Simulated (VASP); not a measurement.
Input of a VASP 6.6.1 run:

File INCAR:

```
PREC = Accurate
ENCUT = 520
EDIFF = 1E-6
ISMEAR = -1
SIGMA = 0.05
LREAL = F
LASPH = T
NELM = 60
ALGO = Normal
ISIF = 2
LWAVE = F
LCHARG = F
NBANDS = 20
```

File KPOINTS:

```
regular mesh
0
Gamma
  9 9 9
```

File POSCAR:

```
CdF2
1.0
    0.0000000000      2.7118415796      2.7118415796
    2.7118415796      0.0000000000      2.7118415796
    2.7118415796      2.7118415796      0.0000000000
Cd F
1 2
Direct
    0.0000000000      0.0000000000      0.0000000000
    0.7500000000      0.7500000000      0.7500000000
    0.2500000000      0.2500000000      0.2500000000
```

Potentials or basis: VASP PAW LDA potentials, release 64 (Cd, F).

The run is started by

```console
$ cat potpaw_LDA.64/Cd/POTCAR potpaw_LDA.64/F/POTCAR > POTCAR
$ mpirun -np 1 vasp_std > vasp.out
```

Predict the pressure.

-6.7 GPa.

Estimate the band gap on the k mesh.

2.76 eV, indirect (least direct gap 3.23 eV).

A k mesh can miss the band edges.
